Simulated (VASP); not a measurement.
# B2N (I4/mmm) in VASP: notebook

The runs below take B2N through relaxation of cell and atoms, single point, with PBE.

Everything below comes from runs of VASP 6.6.1. Logs are shortened: lines on timing, memory, paths and dates and some standing lists are left out, and cuts for length are marked.

**1. The cell of the first run**

It takes space group I4/mmm (No. 139, tetragonal). The conventional cell has a = 4.137 Å, b = 4.137 Å, c = 5.805 Å, α = 90.00°, β = 90.00°, γ = 90.00°. Within 1.8 Å of B (site symmetry m2m) lie 2 N at 1.37 Å and 2 B at 1.38 Å. N (site symmetry 4mm) has 4 B at 1.37 Å within 1.8 Å.

The cell was built from a structure type or drawn by symmetry, and may not be a known phase.

**2. Relaxation of cell and atoms, PBE**

INCAR

```
PREC = Accurate
ENCUT = 600
EDIFF = 1E-6
ISMEAR = 0
SIGMA = 0.1
LREAL = F
LASPH = T
NELM = 100
ALGO = Normal
ISIF = 3
LWAVE = F
LCHARG = F
GGA = PE
IBRION = 2
NSW = 90
EDIFFG = -0.04
```

KPOINTS

```
Automatic mesh
0
Gamma
  6 6 6
```

POSCAR

```
B2N
1.0
   -2.0683808325      2.0683808325      2.9022709374
    2.0683808325     -2.0683808325      2.9022709374
    2.0683808325      2.0683808325     -2.9022709374
B N
4 2
Direct
    0.3333333333      0.3333333333      0.6666666667
    0.3333333333      0.6666666667      0.0000000000
    0.6666666667      0.3333333333      0.0000000000
    0.6666666667      0.6666666667      0.3333333333
    0.6666666667      0.6666666667      0.0000000000
    0.3333333333      0.3333333333      0.0000000000
```

Potentials or basis: VASP PAW PBE potentials, release 64 (B, N).

Launch:

```console
> cat potpaw_PBE.64/B/POTCAR potpaw_PBE.64/N/POTCAR > POTCAR
> mpirun -np 1 vasp_std > vasp.out
```

OUTCAR:

```text
PREC = Accurate
   ENCUT = 600
   EDIFF = 1E-6
   ISMEAR = 0
   LREAL = F
   LASPH = T
   NELM = 100
   ISIF = 3
   GGA = PE
   IBRION = 2
   NSW = 90
   EDIFFG = -0.04

 ion  position               nearest neighbor table
   1  0.333  0.333  0.667-   6 1.37   5 1.37   2 1.38   3 1.38   4 1.95
   2  0.333  0.667  0.000-   5 1.37   6 1.37   1 1.38   4 1.38   3 1.95
   3  0.667  0.333  0.000-   5 1.37   6 1.37   1 1.38   4 1.38   2 1.95
   4  0.667  0.667  0.333-   5 1.37   6 1.37   2 1.38   3 1.38   1 1.95
   5  0.667  0.667  0.000-   4 1.37   1 1.37   3 1.37   2 1.37
   6  0.333  0.333  0.000-   1 1.37   4 1.37   3 1.37   2 1.37

  LATTYP: Found a body centered tetragonal cell.
 ALAT       =     4.1367616650
 C/A-ratio  =     1.4031608163

  Lattice vectors:

 A1 = (  -2.0683808325,   2.0683808325,   2.9022709374)
 A2 = (   2.0683808325,  -2.0683808325,   2.9022709374)
 A3 = (   2.0683808325,   2.0683808325,  -2.9022709374)

Analysis of symmetry for initial positions (statically):
=====================================================================
 Subroutine PRICEL returns:
 Original cell was already a primitive cell.

 Routine SETGRP: Setting up the symmetry group for a
 body centered tetragonal supercell.

 Subroutine GETGRP returns: Found 16 space group operations
 (whereof 16 operations were pure point group operations)
 out of a pool of 16 trial point group operations.

The static configuration has the point symmetry D_4h.

Analysis of symmetry for dynamics (positions and initial velocities):
=====================================================================
 Subroutine PRICEL returns:
 Original cell was already a primitive cell.

 Routine SETGRP: Setting up the symmetry group for a
 body centered tetragonal supercell.

 Subroutine GETGRP returns: Found 16 space group operations
 (whereof 16 operations were pure point group operations)
 out of a pool of 16 trial point group operations.

The dynamic configuration has the point symmetry D_4h.

 Subroutine INISYM returns: Found 16 space group operations
 (whereof 16 operations are pure point group operations),
 and found     1 'primitive' translations

----------------------------------------------------------------------------------------

                                     Primitive cell

  volume of cell :      49.6660

  direct lattice vectors                    reciprocal lattice vectors
    -2.068380832  2.068380832  2.902270937     0.000000000  0.241734980  0.172278885
     2.068380832 -2.068380832  2.902270937     0.241734980  0.000000000  0.172278885
     2.068380832  2.068380832 -2.902270937     0.241734980  0.241734980  0.000000000

  length of vectors
     4.120628002  4.120628002  4.120628002     0.296843081  0.296843081  0.341864888

  position of ions in fractional coordinates (direct lattice)
     0.333333333  0.333333333  0.666666667
     0.333333333  0.666666667  0.000000000
     0.666666667  0.333333333  0.000000000
     0.666666667  0.666666667  0.333333333
     0.666666667  0.666666667  0.000000000
     0.333333333  0.333333333  0.000000000

  ion indices of the primitive-cell ions
   primitive index   ion index
                 1           1
                 2           2
                 3           3
                 4           4
                 5           5
                 6           6

----------------------------------------------------------------------------------------

 KPOINTS: Automatic mesh

Automatic generation of k-mesh.
 Grid dimensions read from file:
 generate k-points for:    6    6    6

 Generating k-lattice:

  Cartesian coordinates                     Fractional coordinates (reciprocal lattice)
     0.000000000  0.040289163  0.028713147     0.166666667  0.000000000 -0.000000000
     0.040289163  0.000000000  0.028713147     0.000000000  0.166666667 -0.000000000
     0.040289163  0.040289163  0.000000000     0.000000000  0.000000000  0.166666667

  Length of vectors
     0.049473847  0.049473847  0.056977481

  Shift w.r.t. Gamma in fractional coordinates (k-lattice)
     0.000000000  0.000000000  0.000000000

 Subroutine IBZKPT returns following result:
 ===========================================

 Found     30 irreducible k-points:

 Following reciprocal coordinates:
            Coordinates               Weight
  0.000000  0.000000  0.000000      1.000000
  0.166667  0.000000 -0.000000      8.000000
  0.333333  0.000000 -0.000000      8.000000
  0.500000  0.000000 -0.000000      4.000000
  0.166667  0.166667 -0.000000      8.000000
  0.333333  0.166667 -0.000000     16.000000
[... 16 lines left out ...]
 -0.333333 -0.333333  0.166667      8.000000
 -0.166667 -0.333333  0.166667      8.000000
 [... further k-points ...]
   k-points           NKPTS =     30   k-points in BZ     NKDIM =     30   number of bands    NBANDS=     15
   number of dos      NEDOS =    301   number of ions     NIONS =      6
   total plane-waves  NPLWV =  46656
   dimension x,y,z NGX =    36 NGY =   36 NGZ =   36
   dimension x,y,z NGXF=    72 NGYF=   72 NGZF=   72
   ions per type =               4   2
   NGX,Y,Z   is equivalent  to a cutoff of  14.52, 14.52, 14.52 a.u.
   NGXF,Y,Z  is equivalent  to a cutoff of  29.05, 29.05, 29.05 a.u.
 SYSTEM =  unknown system
   PREC   = accura    normal or accurate (medium, high low for compatibility)
   ISTART =      0    job   : 0-new  1-cont  2-samecut
   ICHARG =      2    charge: 1-file 2-atom 10-const
   ISPIN  =      1    spin polarized calculation?
   LNONCOLLINEAR =      F non collinear calculations
   LSORBIT =      F    spin-orbit coupling
   LASPH  =      T    aspherical Exc in radial PAW
   ENCUT  =  600.0 eV  44.10 Ry    6.64 a.u.   8.23  8.23  8.23*2*pi/ulx,y,z
   NELM   =    100;   NELMIN=  2; NELMDL= -5     # of ELM steps
   EDIFF  = 0.1E-05   stopping-criterion for ELM
   LREAL  =      F    real-space projection
   EDIFFG = -.4E-01   stopping-criterion for IOM
   NSW    =     90    number of steps for IOM
   IBRION =      2    ionic relax: 0-MD 1-quasi-New 2-CG
   NFREE  =      1    steps in history (QN), initial steepest desc. (CG)
   ISIF   =      3    stress and relaxation
   ISYM   =      2    0-nonsym 1-usesym 2-fastsym
   POTIM  = 0.5000    time-step for ionic-motion
   TEBEG  =    0.0;   TEEND  =   0.0 temperature during run
   PSTRESS=    0.0 pullay stress
   NELECT =      22.0000    total number of electrons
   NUPDOWN=      -1.0000    fix difference up-down
   EMIN   =  10.00;   EMAX   =-10.00  energy-range for DOS
   EFERMI =   0.00;   METHOD = LEGACY
   ISMEAR =     0;   SIGMA  =   0.10  broadening in eV -4-tet -1-fermi 0-gaus
   EFERMI_NEDOS =   21; number of points for ismear=-14 and -15
   IALGO  =     38    algorithm
   IMIX   =      4    mixing-type and parameters
     AMIX     =   0.40;   BMIX     =  1.00
     AMIX_MAG =   1.60;   BMIX_MAG =  1.00
  volume/ion in A,a.u.               =       8.28        55.86
  Fermi-wavevector in a.u.,A,eV,Ry     =   1.247947  2.358278 21.189322  1.557371
  Thomas-Fermi vector in A             =   2.382056
   LORBIT       =      0    0 simple, 1 ext, 2 COOP (PROOUT), +10 PAW based schemes
   GGA     = PE    functional components
   LHFCALC =     F    Hartree Fock is set to
   AEXX    =    0.0000 exact exchange contribution
   IVDW    =     0    specifies the selected vdW correction
   LEPSILON=     F    determine dielectric tensor
   LRPA    =     F    only Hartree local field effects (RPA)
 conjugate gradient relaxation of ions
 non-spin polarized calculation
 Gauss-broadening in eV      SIGMA  =   0.10
  energy-cutoff  :      600.00
  volume of cell :       49.67
 maximum number of plane-waves:      1676
 NGX is ok and might be reduce to    36
   NGX = 17   NGY = 17   NGZ = 17

--------------------------------------- Ionic step        1  -------------------------------------------

 number of electron      22.0000001 magnetization

 Free energy of the ion-electron system (eV)
  ---------------------------------------------------
  ext. energy  EPLUGINS =         0.00000000
  ---------------------------------------------------
  free energy    TOTEN  =       -25.62387056 eV

  energy without entropy =      -25.61202330  energy(sigma->0) =      -25.61794693

------------------------ aborting loop because EDIFF is reached ----------------------------------------

  FORCE on cell =-STRESS in cart. coord.  units (eV):
  Direction    XX          YY          ZZ          XY          YZ          ZX
  --------------------------------------------------------------------------------------
  -------------------------------------------------------------------------------------
  Total       34.8063870     34.8063870     34.0349827      0.0000000     -0.0000000      0.0000000
  in kB     1122.8211211   1122.8211211   1097.9363491      0.0000000     -0.0000000      0.0000000
  external PRESSURE =    1114.5261971 kB  Pullay stress =       0.0000000 kB
[... 971 lines left out ...]
      1     -19.3113      2.00000
      2     -12.6507      2.00000
      3      -7.4247      2.00000
      4      -7.1709      2.00000
      5      -3.6332      2.00000
      6      -2.7949      2.00000
      7      -2.6405      2.00000
      8      -2.2964      2.00000
      9      -1.5037      2.00000
     10       2.1991      2.00000
     11       3.2958      0.00000
     12       3.4515      0.00000
     13       6.2587      0.00000
     14       7.0260      0.00000
     15       7.7564      0.00000

 [... further k-points ...]

[... ionic steps 4 to 43 ...]

--------------------------------------- Ionic step       44  -------------------------------------------

 number of electron      22.0000001 magnetization

------------------------ aborting loop because EDIFF is reached ----------------------------------------

  FORCE on cell =-STRESS in cart. coord.  units (eV):
  Direction    XX          YY          ZZ          XY          YZ          ZX
  --------------------------------------------------------------------------------------
  -------------------------------------------------------------------------------------
  Total        0.0046978      0.0046978     -0.1693540      0.0000000      0.0000000      0.0000000
  in kB        0.1558634      0.1558634     -5.6187809      0.0000000      0.0000000      0.0000000
  external PRESSURE =      -1.7690180 kB  Pullay stress =       0.0000000 kB
[... 65 lines left out ...]
  energy  without entropy=      -38.6803148006  energy(sigma->0) =      -38.68616841

--------------------------------------- Ionic step       46  -------------------------------------------

 number of electron      22.0000001 magnetization

 Free energy of the ion-electron system (eV)
  ---------------------------------------------------
  ext. energy  EPLUGINS =         0.00000000
  ---------------------------------------------------
  free energy    TOTEN  =       -38.69210368 eV

  energy without entropy =      -38.68039801  energy(sigma->0) =      -38.68625085

 E-fermi :   4.4588     XC(G=0): -11.0398

 val. band max:        4.3774168578   @ k =   0.5000   0.1667  -0.0000
 cond. band min:       4.4611640384   @ k =   0.3333   0.1667   0.1667
 fundamental gap:      0.0837471806
 Fermi energy:         4.4588066397

 k-point     1 :       0.0000    0.0000    0.0000
  band No.  band energies     occupation
      1     -15.7947      2.00000
      2      -9.6743      2.00000
      3      -4.8005      2.00000
      4      -2.7140      2.00000
      5      -2.7140      2.00000
      6      -2.1011      2.00000
      7      -1.3125      2.00000
      8      -0.0041      2.00000
      9      -0.0041      2.00000
     10       2.8898      2.00000
     11       4.6432      0.00911
     12       4.6432      0.00911
[... 450 lines left out ...]
  FREE ENERGIE OF THE ION-ELECTRON SYSTEM (eV)
  ---------------------------------------------------
  free  energy   TOTEN  =       -38.6921036848 eV

  energy  without entropy=      -38.6803980080  energy(sigma->0) =      -38.68625085

 reached required accuracy - stopping structural energy minimisation
```

Wall time 7.2 min (1 thread of Intel Xeon 6975P-C (Granite Rapids), shared host); peak memory 0.21 GiB.

What came out:

| Item | Value |
| --- | --- |
| Free energy | -38.6921 eV |
| Relaxed volume | 8.03 Å³/atom |
| Relaxed cell | a = 4.493 Å, b = 4.493 Å, c = 4.493 Å, α = 132.62°, β = 132.62°, γ = 69.25° |
| Space group after relaxing (to 0.1 Å) | I4/mmm (No. 139) |
| Energy gained by relaxing | 2178.0 meV/atom |
| Ionic steps | 46 |
| Pressure after relaxing | -0.1 GPa |
| Largest force after relaxing | 0.027 eV/Å |
| Band gap on the k mesh | zero (bands 11 and 12 overlap by 0.40 eV) |

Forces on the atoms (eV/Å):
```
B   -0.008 -0.008  0.000
B    0.008 -0.008  0.000
B   -0.008  0.008  0.000
B    0.008  0.008  0.000
N    0.000  0.000 -0.027
N    0.000  0.000  0.027
```

Step by step:
```
step  energy change (eV)  largest force (eV/Å)  pressure (GPa)  volume (Å³)
   1              0.0000               19.1284          111.45        49.67
   3             -0.7735                5.9116          -23.78       106.33
   5             -5.8041                4.4974           -0.67        84.46
   7             -3.3624                9.0565           25.13        72.96
   9             -6.9033                2.0729            2.98        80.12
  11             -6.8172                2.1528          -11.66        83.03
  13             -7.1921                0.3230           -3.75        79.09
  15             -8.5217                4.9611            1.37        61.88
  17             -8.0647                9.6903           22.23        57.41
  19             -8.1292               17.5835           56.48        47.02
  21             -8.1367               17.6348           56.82        46.95
  23             -8.1693               17.8600           58.30        46.63
  25             -8.2419               18.2116           64.83        45.37
  27             -8.4235               17.7897           63.30        45.39
  29             -9.1862               15.9614           56.70        45.48
  31            -11.4152                9.6360           35.02        45.81
  33            -12.6785                2.4365           14.38        46.32
  35            -12.7187                2.1646           12.86        46.49
  37            -12.9651                1.5528            4.19        47.86
  39            -13.0328                0.8834           -1.80        49.10
  41            -13.0623                0.1516           -2.76        48.87
  43            -13.0677                0.0672           -0.25        48.33
  45            -13.0682                0.0437           -0.04        48.22
  46            -13.0682                0.0268           -0.09        48.21
```

Final structure:
```
CELL_PARAMETERS angstrom
-1.80540 1.80540 3.69760
1.80540 -1.80540 3.69760
1.80540 1.80540 -3.69760
ATOMIC_POSITIONS crystal
B 0.24362 0.24362 0.48725
B 0.24362 0.75638 0.00000
B 0.75638 0.24362 0.00000
B 0.75638 0.75638 0.51275
N 0.85347 0.85347 0.00000
N 0.14653 0.14653 0.00000
```

Caveat: semilocal functionals underestimate gaps, so a narrow gap can read as zero.

(Part 1 of 2 ends here.)
